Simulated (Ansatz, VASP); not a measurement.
## Two plane-wave programs on PdPt2Se6

```
Pd Pt Se
1.0
     0.00000    0.00000    5.17738
     6.56829    0.00000    0.00000
    -3.28414    5.68831    0.00000
Pd Pt Se
1 2 6
Direct
  0.00000 0.00000 0.00000
  0.00000 0.33333 0.66667
  0.00000 0.66667 0.33333
  0.24925 0.33562 0.00000
  0.24925 0.00000 0.33562
  0.24925 0.66438 0.66438
  0.75075 0.66438 0.00000
  0.75075 0.33562 0.33562
  0.75075 0.00000 0.66438
```

Alike in both runs: task single point; functional PBE; k mesh 4 × 6 × 6; occupations gaussian, width 0.2 eV; no spin polarisation.

```csv
,VASP,Ansatz
version,VASP 6.6.1,Ansatz 0.2.0
potentials or method,"VASP PAW PBE potentials, release 64 (Pd, Pt, Se), cutoff 520 eV","scalar-relativistic, plane waves, PAW"
valence electrons in the cell,66,150
```

Ansatz gave:

```
gap on the k mesh at the Fermi level (eV) : none
pressure (GPa)                            : 0.0
rms of the force components (eV/Å)        : 0.002
```

**Question.** Which values does VASP return?

**Answer.** gap on the k mesh at the Fermi level (eV): none; pressure (GPa): 0.0; rms of the force components (eV/Å): 0.004.

Atom by atom the forces differ by 0.003 eV/Å (rms over components). A gap of «none» marks a metal or a gap that the smearing closes. VASP's potentials hold 66 valence electrons a cell and Ansatz's 150, so a difference there can come from the potentials and not from the codes.

Spin-orbit coupling is off throughout.
